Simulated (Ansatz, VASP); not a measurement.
AlP: VASP beside Ansatz

```xyz
2
Lattice="2.7570 2.7570 0.0000 -2.7570 2.7570 0.0000 0.0000 2.7570 2.7570" Properties=species:S:1:pos:R:3 pbc="T T T"
Al    0.0000    0.0000    0.0000
P     1.3785    4.1356    1.3785
```

Alike in both runs: task single point; functional PBEsol; k mesh 8 × 8 × 8; no spin polarisation.

```csv
,VASP,Ansatz
version,VASP 6.6.1,Ansatz 0.2.0
potentials or method,"VASP PAW PBE potentials, release 64 (Al, P), cutoff 500 eV","all-electron LAPW, scalar-relativistic"
occupations,"gaussian, width 0.01 eV",fixed
```

|  | VASP | Ansatz | Ansatz less VASP |
| --- | --- | --- | --- |
| gap on the k mesh at the Fermi level (eV) | 1.49 | 1.50 | +0.003 |
| pressure (GPa) | -1.9 | -2.0 | -0.07 |

VASP's potentials were made for PBE, not for PBEsol. Ansatz ran all-electron here, and VASP with PAW potentials.
